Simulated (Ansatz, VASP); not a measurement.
One calculation of GaP, two programs

File INCAR:

```
PREC     = Accurate       # precision mode
ENCUT    = 520            # plane-wave cutoff, eV
EDIFF    = 1E-8           # SCF threshold, eV
ISMEAR   = -1             # smearing method
SIGMA    = 0.08           # smearing width, eV
LREAL    = False          # projectors in reciprocal space
LASPH    = True           # aspherical terms in the spheres
NELM     = 80             # most SCF steps
ALGO     = Normal         # electronic algorithm
ISIF     = 2              # what is computed and relaxed
LWAVE    = False          # write WAVECAR
LCHARG   = False          # write CHGCAR
GGA      = PS             # functional
LEFG     = True         
NBANDS   = 16             # bands
```

Contents of KPOINTS:

```
Automatic mesh
0
Gamma
  12 12 12
```

Contents of POSCAR:

```
GaP
1.0
    0.0000000000      2.7252500000      2.7525025000
    2.7252500000      0.0000000000      2.7525025000
    2.7252500000      2.7252500000      0.0000000000
Ga P
1 1
Direct
    0.0000000000      0.0000000000      0.0000000000
    0.7500000000      0.7500000000      0.7500000000
```

Input for Ansatz:

```yaml
crystal:
  lattice:
    - [0.0, 2.72525, 2.7525025]
    - [2.72525, 0.0, 2.7525025]
    - [2.72525, 2.72525, 0.0]
  atoms:
    - { symbol: Ga, position: [0.0, 0.0, 0.0] }
    - { symbol: P, position: [0.75, 0.75, 0.75] }
kpoints:
  mp_grid: { grid: [12, 12, 12] }
scf:
  occupations: { method: fermi_dirac, width: 0.08 }
hamiltonian:
  xc: pbesol
  pseudopotentials: { kind: all_electron, datasets: crystal }
output:
  forces: true
  stress: true
  eigenvalues: true
  efg: { contact_densities: true }
```

Change from the starting cell: zz strain of +1 %, crystal datasets.

Alike in both runs: task electric field gradients; functional PBEsol; k mesh 12 × 12 × 12; occupations fermi-dirac, width 0.08 eV; no spin polarisation.

|  | VASP | Ansatz |
| --- | --- | --- |
| version | VASP 6.6.1 | Ansatz 0.2.0 |
| potentials or method | VASP PAW PBE potentials, release 64 (Ga_d, P), cutoff 520 eV | all-electron PAW with datasets made for the crystal, scalar-relativistic |

VASP gave:

- pressure (GPa): -1.4
- traceless stress, the component that is largest in VASP (GPa): -0.50
- size of Vzz on the site where it differs most (V/Å²): 1.7

Question: Estimate Ansatz's values.

Answer: Pressure (GPa): -1.4; traceless stress, the component that is largest in VASP (GPa): -0.50; size of Vzz on the site where it differs most (V/Å²): 2.0.

VASP's potentials were made for PBE, not for PBEsol. Ansatz ran all-electron here, and VASP with PAW potentials.
